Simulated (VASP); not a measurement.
Runs of VASP 6.6.1 on SnO2. The structure is that of space group P4_2/mnm (No. 136), or close to it. The cells are those of the table. 

```tsv
cell	gap on the mesh (eV)	pressure (GPa)	largest force (eV/Å)
a = 4.933, b = 4.934, c = 3.333 Å, 6 atoms	0.15	-18.7	0.34
a = 4.830, b = 4.831, c = 3.263 Å, 6 atoms	0.43	(a)	1.71
a = 4.609, b = 4.610, c = 3.114 Å, 6 atoms	(b)	19.1	2.19
a = 4.777, b = 4.777, c = 3.227 Å, 6 atoms	0.69	-6.4	1.81
a = 4.551, b = 4.551, c = 3.075 Å, 6 atoms	2.35	33.1	3.72
a = 4.882, b = 4.883, c = 3.298 Å, 6 atoms	0.26	-16.5	(c)
```

Alike in all rows: task single point; level LDA; potentials or basis VASP PAW LDA potentials, release 64 (Sn_d, O); no spin polarisation; k mesh 6 × 6 × 8; cutoff (eV) 520; smearing gaussian 0.05 eV.

**Question.** Fill in the values left out.

**Answer.** (a) -12.0; (b) 1.89; (c) 1.61.

Caveats: spin-orbit coupling is left out, which moves the levels of the heavy elements; forces of over 1 eV/Å act on the atoms, so gaps and moduli don't describe the material at rest (some runs).

A k mesh can miss the band edges, and the runs leave out spin-orbit coupling on Sn.
